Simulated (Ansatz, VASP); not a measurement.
Rh in VASP and in Ansatz

```xyz
1
Lattice="0.0000 1.9016 1.8445 1.9016 0.0000 1.8445 1.9016 1.9016 0.0000" Properties=species:S:1:pos:R:3 pbc="T T T"
Rh    0.0000    0.0000    0.0000
```

Change from the starting cell: zz strain of -3 %, crystal datasets.

Alike in both runs: task electric field gradients; functional PBE; k mesh 16 × 16 × 16; occupations fermi-dirac, width 0.08 eV; no spin polarisation.

|  | VASP | Ansatz |
| --- | --- | --- |
| version | VASP 6.6.1 | Ansatz 0.2.0 |
| potentials or method | VASP PAW PBE potentials, release 64 (Rh_pv), cutoff 400 eV | all-electron PAW with datasets made for the crystal, scalar-relativistic |

VASP gave:

```
pressure (GPa)                                                : 14.3
traceless stress, the component that is largest in VASP (GPa) : 5.20
size of Vzz on the site where it differs most (V/Å²)          : 3.1
```

Question: Estimate Ansatz's values.

Answer: Pressure (GPa): 15.5; traceless stress, the component that is largest in VASP (GPa): 5.22; size of Vzz on the site where it differs most (V/Å²): 3.7.

Ansatz ran all-electron here, and VASP with PAW potentials.
